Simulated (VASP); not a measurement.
# Ta3F2 (I4/mmm) in VASP: single point with PBE

Aim: the single point of Ta3F2 with PBE.

Everything below comes from runs of VASP 6.6.1. Logs are shortened: lines on timing, memory, paths and dates and some standing lists are left out, and cuts for length are marked.

## (1) The cell of the first run

Symmetry: I4/mmm, No. 139, tetragonal system. The conventional cell has a = 3.241 Å, b = 3.241 Å, c = 19.257 Å, α = 90.00°, β = 90.00°, γ = 90.00°. Within 2.5 Å of Ta (site symmetry 4mm) lie 1 F at 1.87 Å. Within 3.7 Å of Ta (site symmetry 4/mmm) lie 12 Ta at 2.84 to 3.24 Å. F (site symmetry 4mm) has 1 Ta at 1.87 Å within 2.5 Å.

## (2) Single point, PBE

INCAR reads:

```
ALGO = Normal
EDIFF = 1E-6
ENCUT = 600
GGA = PE
GGA_COMPAT = False
ISIF = 2
ISMEAR = 0
LASPH = True
LCHARG = False
LREAL = False
LWAVE = False
NBANDS = 58
NELM = 120
PREC = Accurate
SIGMA = 0.2
```

KPOINTS reads:

```
k-points
0
Gamma
  6 4 6
```

POSCAR reads:

```
Ta3F2
1.0
    3.2407193300      0.0000000000      0.0000000000
    0.0000000000     -6.4814386599      0.0000000000
   -1.6203596650      1.6203596650     -9.6284295308
Ta F
6 4
Direct
    0.5870770552      0.7935385276      0.1741541103
    0.5870770552      0.2935385276      0.1741541103
    0.4129229448      0.7064614724      0.8258458897
    0.4129229448      0.2064614724      0.8258458897
    0.0000000000      0.5000000000      0.0000000000
    0.0000000000      1.0000000000      0.0000000000
    0.6842128498      0.8421064249      0.3684256997
    0.6842128498      0.3421064249      0.3684256997
    0.3157871502      0.6578935751      0.6315743003
    0.3157871502      0.1578935751      0.6315743003
```

Potentials or basis: VASP PAW PBE potentials, release 64 (Ta_pv, F).

The run is started by

```sh
> cat potpaw_PBE.64/Ta_pv/POTCAR potpaw_PBE.64/F/POTCAR > POTCAR
> mpirun -np 1 vasp_std > vasp.out
```

OUTCAR:

```text
EDIFF = 1E-6
   ENCUT = 600
   GGA = PE
   ISIF = 2
   ISMEAR = 0
   LASPH = True
   LREAL = False
   NELM = 120
   PREC = Accurate

 ion  position               nearest neighbor table
   1  0.587  0.794  0.174-   7 1.87   6 2.84   5 2.84   6 2.84   5 2.84   2 3.24   2 3.24   3 3.35

   2  0.587  0.294  0.174-   8 1.87   5 2.84   6 2.84   5 2.84   6 2.84   1 3.24   1 3.24   4 3.35

   3  0.413  0.706  0.826-   9 1.87   5 2.84   6 2.84   5 2.84   6 2.84   4 3.24   4 3.24   1 3.35

   4  0.413  0.206  0.826-  10 1.87   6 2.84   5 2.84   6 2.84   5 2.84   3 3.24   3 3.24   2 3.35

   5  0.000  0.500  0.000-   2 2.84   3 2.84   1 2.84   4 2.84   2 2.84   3 2.84   1 2.84   4 2.84
                             6 3.24   6 3.24
   6  0.000  0.000  0.000-   1 2.84   4 2.84   3 2.84   2 2.84   1 2.84   4 2.84   3 2.84   2 2.84
                             5 3.24   5 3.24
   7  0.684  0.842  0.368-   1 1.87
   8  0.684  0.342  0.368-   2 1.87
   9  0.316  0.658  0.632-   3 1.87
  10  0.316  0.158  0.632-   4 1.87

  LATTYP: Found a base centered monoclinic cell.
 ALAT       =    19.5276440641
 B/A-ratio  =     0.1659554690
 C/A-ratio  =     0.3319109381
 COS(beta)  =    -0.1659554690

  Lattice vectors:

 A1 = (  -1.6203596650,   1.6203596650,  -9.6284295308)
 A2 = (   1.6203596650,   1.6203596650,  -9.6284295308)
 A3 = (   0.0000000000,  -6.4814386599,   0.0000000000)

Analysis of symmetry for initial positions (statically):
=====================================================================
 Subroutine PRICEL returns following result:

  LATTYP: Found a body centered tetragonal cell.
 ALAT       =     3.2407193300
 C/A-ratio  =     5.9421557687

  Lattice vectors:

 A1 = (   1.6203596650,   1.6203596649,   9.6284295308)
 A2 = (  -1.6203596650,  -1.6203596650,   9.6284295308)
 A3 = (   1.6203596650,  -1.6203596649,  -9.6284295308)

   2 primitive cells build up your supercell.

 Routine SETGRP: Setting up the symmetry group for a
 base centered monoclinic supercell.

 Subroutine GETGRP returns: Found  4 space group operations
 (whereof  4 operations were pure point group operations)
 out of a pool of  4 trial point group operations.

The static configuration has the point symmetry C_2h.

Analysis of symmetry for dynamics (positions and initial velocities):
=====================================================================
 Subroutine PRICEL returns following result:

  LATTYP: Found a body centered tetragonal cell.
 ALAT       =     3.2407193300
 C/A-ratio  =     5.9421557687

  Lattice vectors:

 A1 = (   1.6203596650,   1.6203596649,   9.6284295308)
 A2 = (  -1.6203596650,  -1.6203596650,   9.6284295308)
 A3 = (   1.6203596650,  -1.6203596649,  -9.6284295308)

   2 primitive cells build up your supercell.

 Routine SETGRP: Setting up the symmetry group for a
 base centered monoclinic supercell.

 Subroutine GETGRP returns: Found  4 space group operations
 (whereof  4 operations were pure point group operations)
 out of a pool of  4 trial point group operations.

The dynamic configuration has the point symmetry C_2h.

 Subroutine INISYM returns: Found  4 space group operations
 (whereof  4 operations are pure point group operations),
 and found     2 'primitive' translations

----------------------------------------------------------------------------------------

                                     Primitive cell

  volume of cell :     101.1203

  direct lattice vectors                    reciprocal lattice vectors
     1.620359665  1.620359665  9.628429531     0.308573467  0.000000000  0.051929549
    -1.620359665 -1.620359665  9.628429531     0.000000000 -0.308573467  0.051929549
     1.620359665 -1.620359665 -9.628429531     0.308573467 -0.308573467 -0.000000000

  length of vectors
     9.897362584  9.897362584  9.897362584     0.312912548  0.312912548  0.436388782

  position of ions in fractional coordinates (direct lattice)
     0.412922945  0.412922945  0.000000000
     0.587077055  0.587077055  1.000000000
     0.000000000  0.000000000  0.000000000
     0.315787150  0.315787150  1.000000000
     0.684212850  0.684212850  0.000000000

  ion indices of the primitive-cell ions
   primitive index   ion index
                 1           1
                 2           3
                 3           6
                 4           7
                 5           9

----------------------------------------------------------------------------------------

 KPOINTS: k-points

Automatic generation of k-mesh.
 Grid dimensions read from file:
 generate k-points for:    6    4    6

 Generating k-lattice:

  Cartesian coordinates                     Fractional coordinates (reciprocal lattice)
     0.051428911  0.000000000 -0.008654925     0.166666667  0.000000000 -0.000000000
     0.000000000 -0.038571683 -0.006491194     0.000000000  0.250000000  0.000000000
     0.000000000  0.000000000 -0.017309850     0.000000000  0.000000000  0.166666667

  Length of vectors
     0.052152091  0.039114069  0.017309850

  Shift w.r.t. Gamma in fractional coordinates (k-lattice)
     0.000000000  0.000000000  0.000000000

 Subroutine IBZKPT returns following result:
 ===========================================

 Found     47 irreducible k-points:

 Following reciprocal coordinates:
            Coordinates               Weight
  0.000000  0.000000  0.000000      1.000000
  0.166667  0.000000 -0.000000      4.000000
  0.333333  0.000000 -0.000000      4.000000
  0.500000  0.000000 -0.000000      2.000000
  0.000000  0.250000  0.000000      2.000000
  0.166667  0.250000  0.000000      4.000000
[... 16 lines left out ...]
  0.500000  0.250000  0.166667      4.000000
 -0.333333  0.250000  0.166667      4.000000
 [... further k-points ...]
   k-points           NKPTS =     47   k-points in BZ     NKDIM =     47   number of bands    NBANDS=     58
   number of dos      NEDOS =    301   number of ions     NIONS =     10
   total plane-waves  NPLWV = 120960
   dimension x,y,z NGX =    28 NGY =   54 NGZ =   80
   dimension x,y,z NGXF=    56 NGYF=  108 NGZF=  160
   ions per type =               6   4
   NGX,Y,Z   is equivalent  to a cutoff of  14.36, 13.85, 13.44 a.u.
   NGXF,Y,Z  is equivalent  to a cutoff of  28.73, 27.70, 26.88 a.u.
 SYSTEM =  unknown system
   PREC   = accura    normal or accurate (medium, high low for compatibility)
   ISTART =      0    job   : 0-new  1-cont  2-samecut
   ICHARG =      2    charge: 1-file 2-atom 10-const
   ISPIN  =      1    spin polarized calculation?
   LNONCOLLINEAR =      F non collinear calculations
   LSORBIT =      F    spin-orbit coupling
   LASPH  =      T    aspherical Exc in radial PAW
   ENCUT  =  600.0 eV  44.10 Ry    6.64 a.u.   6.47 12.95 19.77*2*pi/ulx,y,z
   NELM   =    120;   NELMIN=  2; NELMDL= -5     # of ELM steps
   EDIFF  = 0.1E-05   stopping-criterion for ELM
   LREAL  =      F    real-space projection
   EDIFFG = 0.1E-04   stopping-criterion for IOM
   NSW    =      0    number of steps for IOM
   IBRION =     -1    ionic relax: 0-MD 1-quasi-New 2-CG
   NFREE  =      0    steps in history (QN), initial steepest desc. (CG)
   ISIF   =      2    stress and relaxation
   ISYM   =      2    0-nonsym 1-usesym 2-fastsym
   POTIM  = 0.5000    time-step for ionic-motion
   TEBEG  =    0.0;   TEEND  =   0.0 temperature during run
   PSTRESS=    0.0 pullay stress
   NELECT =      94.0000    total number of electrons
   NUPDOWN=      -1.0000    fix difference up-down
   EMIN   =  10.00;   EMAX   =-10.00  energy-range for DOS
   EFERMI =   0.00;   METHOD = LEGACY
   ISMEAR =     0;   SIGMA  =   0.20  broadening in eV -4-tet -1-fermi 0-gaus
   EFERMI_NEDOS =   21; number of points for ismear=-14 and -15
   IALGO  =     38    algorithm
   IMIX   =      4    mixing-type and parameters
     AMIX     =   0.40;   BMIX     =  1.00
     AMIX_MAG =   1.60;   BMIX_MAG =  1.00
  volume/ion in A,a.u.               =      20.22       136.48
  Fermi-wavevector in a.u.,A,eV,Ry     =   1.268123  2.396405 21.880015  1.608136
  Thomas-Fermi vector in A             =   2.401234
   LORBIT       =      0    0 simple, 1 ext, 2 COOP (PROOUT), +10 PAW based schemes
   GGA     = PE    functional components
   LHFCALC =     F    Hartree Fock is set to
   AEXX    =    0.0000 exact exchange contribution
   IVDW    =     0    specifies the selected vdW correction
   LEPSILON=     F    determine dielectric tensor
   LRPA    =     F    only Hartree local field effects (RPA)
 non-spin polarized calculation
 Gauss-broadening in eV      SIGMA  =   0.20
  energy-cutoff  :      600.00
  volume of cell :      202.24
 maximum number of plane-waves:      6783
 NGX is ok and might be reduce to    28
   NGX = 13   NGY = 25   NGZ = 39

 number of electron      94.0000002 magnetization

 Free energy of the ion-electron system (eV)
  ---------------------------------------------------
  ext. energy  EPLUGINS =         0.00000000
  ---------------------------------------------------
  free energy    TOTEN  =       -90.00653876 eV

  energy without entropy =      -89.93554972  energy(sigma->0) =      -89.97104424

 E-fermi :   1.9095     XC(G=0):  -9.7650

 val. band max:        1.8664960161   @ k =   0.0000   0.5000   0.1667
 cond. band min:       1.9321395611   @ k =   0.5000   0.0000  -0.0000
 fundamental gap:      0.0656435450
 Fermi energy:         1.9095273951

 k-point     1 :       0.0000    0.0000    0.0000
  band No.  band energies     occupation
      1     -33.4294      2.00000
      2     -33.3547      2.00000
      3     -33.3273      2.00000
      4     -33.2519      2.00000
      5     -33.1172      2.00000
      6     -33.0081      2.00000
[... 50 lines left out ...]
     57       4.6022      0.00000
     58       4.8211      0.00000

 k-point     2 :       0.1667    0.0000   -0.0000
  band No.  band energies     occupation
      1     -33.4038      2.00000
      2     -33.3731      2.00000
      3     -33.3112      2.00000
      4     -33.2460      2.00000
      5     -33.0840      2.00000
      6     -33.0300      2.00000
[... 1337 lines left out ...]
      2     -33.3543      2.00000
      3     -33.2691      2.00000
      4     -33.2399      2.00000
      5     -33.0475      2.00000
      6     -33.0052      2.00000
[... 50 lines left out ...]
     57       4.8713      0.00000
     58       5.8066      0.00000

 [... further k-points ...]

------------------------ aborting loop because EDIFF is reached ----------------------------------------

  FORCE on cell =-STRESS in cart. coord.  units (eV):
  Direction    XX          YY          ZZ          XY          YZ          ZX
  --------------------------------------------------------------------------------------
  -------------------------------------------------------------------------------------
  Total        0.6068494     -0.7774934      2.0675015      0.0000000     -0.0005067      0.0000000
  in kB        4.8075436     -6.1594082     16.3790276      0.0000000     -0.0040141      0.0000000
  external PRESSURE =       5.0090543 kB  Pullay stress =       0.0000000 kB

 VOLUME and BASIS-vectors are now :
 -----------------------------------------------------------------------------
  energy-cutoff  :      600.00
  volume of cell :      202.24
      direct lattice vectors                 reciprocal lattice vectors
     3.240719330  0.000000000  0.000000000     0.308573467  0.000000000 -0.051929549
     0.000000000 -6.481438660  0.000000000     0.000000000 -0.154286734 -0.025964774
    -1.620359665  1.620359665 -9.628429531     0.000000000  0.000000000 -0.103859097

 POSITION                                       TOTAL-FORCE (eV/Angst)
 -----------------------------------------------------------------------------------
      1.62036     -4.86108     -1.67683         0.000000      0.000054      0.115202
      1.62036     -1.62036     -1.67683         0.000000      0.000054      0.115202
     -0.00000     -3.24072     -7.95160         0.000000     -0.000054     -0.115202
     -0.00000      0.00000     -7.95160         0.000000     -0.000054     -0.115202
      0.00000     -3.24072      0.00000        -0.000000     -0.000000     -0.000000
      0.00000      0.00000      0.00000        -0.000000     -0.000000     -0.000000
      1.62036     -4.86108     -3.54736         0.000000     -0.000240     -0.210373
      1.62036     -1.62036     -3.54736         0.000000     -0.000240     -0.210373
      0.00000     -3.24072     -6.08107         0.000000      0.000240      0.210373
      0.00000     -0.00000     -6.08107         0.000000      0.000240      0.210373
 -----------------------------------------------------------------------------------
    total drift:                               -0.000000      0.000000     -0.000000

  FREE ENERGIE OF THE ION-ELECTRON SYSTEM (eV)
  ---------------------------------------------------
  free  energy   TOTEN  =       -90.0065387555 eV

  energy  without entropy=      -89.9355497172  energy(sigma->0) =      -89.97104424
```

Wall time 12 min (1 thread of Intel Xeon 6975P-C, shared host); peak memory 0.66 GiB.

Results:

```
Free energy            : -90.0065 eV
Pressure               : 0.5 GPa
Largest force          : 0.210 eV/Å
Band gap on the k mesh : zero (band 47 reaches 2.58 eV, above the bottom of band 48 at 0.99 eV)
```

Forces in eV/Å, atoms in the order of the input:
```
Ta   0.000  0.000  0.115
Ta   0.000  0.000  0.115
Ta   0.000  0.000 -0.115
Ta   0.000  0.000 -0.115
Ta   0.000  0.000  0.000
Ta   0.000  0.000  0.000
F    0.000  0.000 -0.210
F    0.000  0.000 -0.210
F    0.000  0.000  0.210
F    0.000  0.000  0.210
```

Stress tensor (GPa, compression positive):
```
 0.48  0.00  0.00
 0.00 -0.62  0.00
 0.00  0.00  1.64
```

Levels at points of the mesh, in eV from the Fermi level:
```tsv
k point	band 45	band 46	band 47	band 48	band 49	band 50
(0.00, 0.00, 0.00)	-0.31	0.03	0.67	0.67	0.87	1.00
(0.50, 0.00, 0.00)	-0.62	-0.59	-0.31	0.02	0.88	1.00
(0.00, 0.50, 0.00)	-0.09	-0.09	-0.04	-0.04	0.71	0.71
(0.50, 0.50, 0.00)	-1.10	-1.10	-0.47	-0.47	0.77	0.77
(0.00, 0.00, 0.50)	-0.31	0.03	0.67	0.67	0.87	1.00
(0.00, 0.50, 0.50)	-0.09	-0.09	-0.05	-0.05	0.70	0.70
```

Caveat: spin-orbit coupling is left out, which moves the levels of the heavy elements.
